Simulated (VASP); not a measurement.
Write the native input for VASP 6.6.1 that does the following.

```
Task                   : single point
Functional             : LDA
Potentials or basis    : VASP PAW LDA potentials, release 64 (Os_sv_GW)
Cutoff                 : 560 eV
k mesh                 : 10 × 10 × 10
Occupations            : gaussian, width 0.1 eV
Spin                   : no spin polarisation
Dipole correction      : no
Further INCAR settings : ALGO = Normal; EDIFF = 1e-06; NBANDS = 14
```

The structure of Os lies in POSCAR:

```
Os
1.0
    0.0000000000      1.9020583801      1.9020583801
    1.9020583801      0.0000000000      1.9020583801
    1.9020583801      1.9020583801      0.0000000000
Os
1
Direct
    0.0000000000      0.0000000000      0.0000000000
```

This isn't the form of Os at room conditions, which is hcp.

The input as run:

INCAR

```
ALGO = Normal
EDIFF = 1E-6
ENCUT = 560
GGA = CA
GGA_COMPAT = F
ISIF = 2
ISMEAR = 0
LASPH = T
LCHARG = F
LREAL = F
LWAVE = F
NBANDS = 14
NELM = 120
PREC = Accurate
SIGMA = 0.1
```

KPOINTS

```
k-points
0
Gamma
  10 10 10
```

Potentials or basis: VASP PAW LDA potentials, release 64 (Os_sv_GW).

The run is started by

```console
$ cat potpaw_LDA.64/Os_sv_GW/POTCAR > POTCAR
$ mpirun -np 1 vasp_std > vasp.out
```

Results of the run:

```json
{
 "Pressure": "0.4 GPa",
 "Band gap on the k mesh": "zero (bands 8 and 9 overlap by 4.14 eV)"
}
```

Caveat: spin-orbit coupling is left out, which moves the levels of the heavy elements.

Wall time 5.6 s on 1 thread of Intel(R) Xeon(R) Platinum 8488C (Sapphire Rapids), with other jobs on the host, peak memory 0.14 GiB.
